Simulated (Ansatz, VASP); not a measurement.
# One calculation of LiH, two programs

The input INCAR:

```
SYSTEM = LiH
ALGO = Normal ; EDIFF = 1E-7
ENCUT = 520 ; GGA = PE
ISIF = 2 ; ISMEAR = 0
LASPH = .True. ; LCHARG = .True.
LELF = .True. ; LREAL = .False.
LVHAR = .True. ; LWAVE = .False.
NBANDS = 9 ; NELM = 80
PREC = Accurate ; SIGMA = 0.05
```

KPOINTS

```
k-points
0
Gamma
  14 14 14
  0 0 0
```

POSCAR

```
LiH
1.0
    0.0000000000      2.0175165554      2.0175165554
    2.0175165554      0.0000000000      2.0175165554
    2.0175165554      2.0175165554      0.0000000000
Li H
1 1
Direct
    0.0000000000      0.0000000000      0.0000000000
    0.5000000000      0.5000000000      0.5000000000
```

Input for Ansatz:

```yaml
crystal:
  lattice:
    - [0.0, 2.0175165554, 2.0175165554]
    - [2.0175165554, 0.0, 2.0175165554]
    - [2.0175165554, 2.0175165554, 0.0]
  atoms:
    - { symbol: Li, position: [0.0, 0.0, 0.0] }
    - { symbol: H, position: [0.5, 0.5, 0.5] }
basis:
  ecutwfc: 420
  ecutrho_ratio: 4
kpoints:
  mp_grid: { grid: [14, 14, 14] }
hamiltonian:
  xc: pbe
scf:
  occupations: { method: gaussian, width: 0.05 }
output:
  forces: true
  stress: true
  eigenvalues: true
```

Alike in both runs: task single point; functional PBE; k mesh 14 × 14 × 14; occupations gaussian, width 0.05 eV; no spin polarisation.

|  | VASP | Ansatz |
| --- | --- | --- |
| version | VASP 6.6.1 | Ansatz 0.2.0 |
| potentials or method | VASP PAW PBE potentials, release 64 (Li_sv, H), cutoff 520 eV | scalar-relativistic, plane waves, PAW |
| valence electrons in the cell | 4 | 4 |

|  | VASP | Ansatz | Ansatz less VASP |
| --- | --- | --- | --- |
| gap on the k mesh at the Fermi level (eV) | 2.99 | 3.00 | +0.007 |
| least direct gap on the mesh (eV) | 2.99 | 3.00 | +0.007 |

The functional is the same, so the differences come from potentials, cutoffs and numerics.

Noted on VASP's run: the cutoff is under 1.25 times that of the potentials, so the pressure is a little rough.
